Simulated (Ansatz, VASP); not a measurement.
## Two plane-wave programs on Ca

Contents of INCAR:

```
SYSTEM = Ca
PREC = Accurate
ENCUT = 520
EDIFF = 1E-6
ISMEAR = 0
SIGMA = 0.15
LREAL = .False.
LASPH = .True.
NELM = 80
ALGO = Normal
ISIF = 2
LWAVE = .False.
LCHARG = .False.
GGA = PE
NBANDS = 11
```

Contents of KPOINTS:

```
Automatic mesh
0
Gamma
  14 14 14
  0 0 0
```

Contents of POSCAR:

```
Ca
1.0
    0.0000000000      2.7942000000      2.7942000000
    2.8500840000      0.0000000000      2.7942000000
    2.8500840000      2.7942000000      0.0000000000
Ca
1
Direct
    0.0000000000      0.0000000000      0.0000000000
```

Input for Ansatz:

```yaml
crystal:
  lattice:
    - [0.0, 2.7942, 2.7942]
    - [2.850084, 0.0, 2.7942]
    - [2.850084, 2.7942, 0.0]
  atoms:
    - { symbol: Ca, position: [0.0, 0.0, 0.0] }
basis:
  ecutwfc: 420
kpoints:
  mp_grid: { grid: [14, 14, 14] }
hamiltonian:
  xc: pbe
scf:
  occupations: { method: gaussian, width: 0.15 }
output:
  forces: true
  stress: true
  eigenvalues: true
```

Change from the starting cell: strain +0.0200 x Voigt [1, 0, 0, 0, 0, 0], atoms carried along.

Alike in both runs: task single point; functional PBE; k mesh 14 × 14 × 14; occupations gaussian, width 0.15 eV; no spin polarisation.

|  | VASP | Ansatz |
| --- | --- | --- |
| version | VASP 6.6.1 | Ansatz 0.2.0 |
| potentials or method | VASP PAW PBE potentials, release 64 (Ca_sv), cutoff 520 eV | scalar-relativistic, plane waves, PAW |
| valence electrons in the cell | 10 | 10 |

VASP gave:

| Quantity | Value |
| --- | --- |
| gap on the k mesh at the Fermi level (eV) | none |
| pressure (GPa) | -0.9 |
| traceless stress, the component that is largest in VASP (GPa) | -0.11 |

Task: Estimate Ansatz's values.

Result: gap on the k mesh at the Fermi level (eV): none; pressure (GPa): -0.8; traceless stress, the component that is largest in VASP (GPa): -0.11.

A gap of «none» marks a metal or a gap that the smearing closes. The functional is the same, so the differences come from potentials, cutoffs and numerics.
